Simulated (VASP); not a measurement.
Here is a VASP 6.6.1 calculation.

Contents of INCAR:

```
ALGO = Normal
EDIFF = 1E-6
ENCUT = 520
GGA = PS
ISIF = 2
ISMEAR = -1
LASPH = T
LCHARG = T
LELF = T
LREAL = F
LVHAR = T
LWAVE = F
NBANDS = 20
NELM = 100
PREC = Accurate
SIGMA = 0.05
```

File KPOINTS:

```
k-points
0
Gamma
  10 10 4
```

POSCAR

```
Al2O3
1.0
    2.9972303731      0.0000000000      0.0000000000
   -1.4986151865      2.5956776441      0.0000000000
    0.0000000000      0.0000000000      7.5237979872
Al O
2 3
Direct
    0.0000000000      0.0000000000      0.7220490000
    0.0000000000      0.0000000000      0.2779510000
    0.0000000000      0.0000000000      0.5000000000
    0.6666666667      0.3333333333      0.8005460000
    0.3333333333      0.6666666667      0.1994540000
```

Potentials or basis: VASP PAW PBE potentials, release 64 (Al, O).

Command:

```console
$ cat potpaw_PBE.64/Al/POTCAR potpaw_PBE.64/O/POTCAR > POTCAR
$ mpirun -np 1 vasp_std > vasp.out
```

**Question.** Estimate the largest force.

**Answer.** 0.105 eV/Å.

**Question.** Predict the band gap on the k mesh.

**Answer.** 2.34 eV, direct.

Forces on the atoms (eV/Å):
```
Al   0.000  0.000  0.105
Al   0.000  0.000 -0.105
O    0.000  0.000  0.000
O    0.000  0.000 -0.025
O    0.000  0.000  0.025
```

Caveat: the PAW data sets were made with another functional, which shifts forces and pressure a little. A k mesh can miss the band edges.
